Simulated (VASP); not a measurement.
**Ti: single point with r2SCAN**

Ti:

```
Ti
1.0
     4.56799    0.00000    0.00000
    -2.28400    3.95600    0.00000
     0.00000    0.00000    2.82585
Ti
3
Direct
  0.00000 0.00000 0.00000
  0.33333 0.66667 0.50000
  0.66667 0.33333 0.50000
```

This isn't the form of Ti at room conditions, which is hcp.

```yaml
Program: VASP 6.6.1
Task: single point
Functional: r2SCAN
Potentials_or_basis: VASP PAW PBE potentials, release 64 (Ti_sv)
Cutoff: 520 eV
k_mesh: 8 × 8 × 11
Occupations: fermi-dirac, width 0.1 eV
Spin: no spin polarisation
```

| Item | Value |
| --- | --- |
| Pressure | 0.4 GPa |
| Band gap on the k mesh | zero (bands 18 and 19 overlap by 0.21 eV) |

Levels at points of the mesh, in eV from the Fermi level:
```tsv
k point	band 16	band 17	band 18	band 19	band 20	band 21
(0.00, 0.00, 0.00)	-0.78	-0.75	-0.75	0.04	0.85	1.46
(0.50, 0.00, 0.00)	-0.41	-0.33	-0.33	0.12	0.66	0.95
```

It took 4.6 min on 1 thread of AMD EPYC 9R45 96-Core Processor (Zen 5) (shared host), peak memory 0.18 GiB.

Caveat: the PAW data sets were made with another functional, which shifts forces and pressure a little.
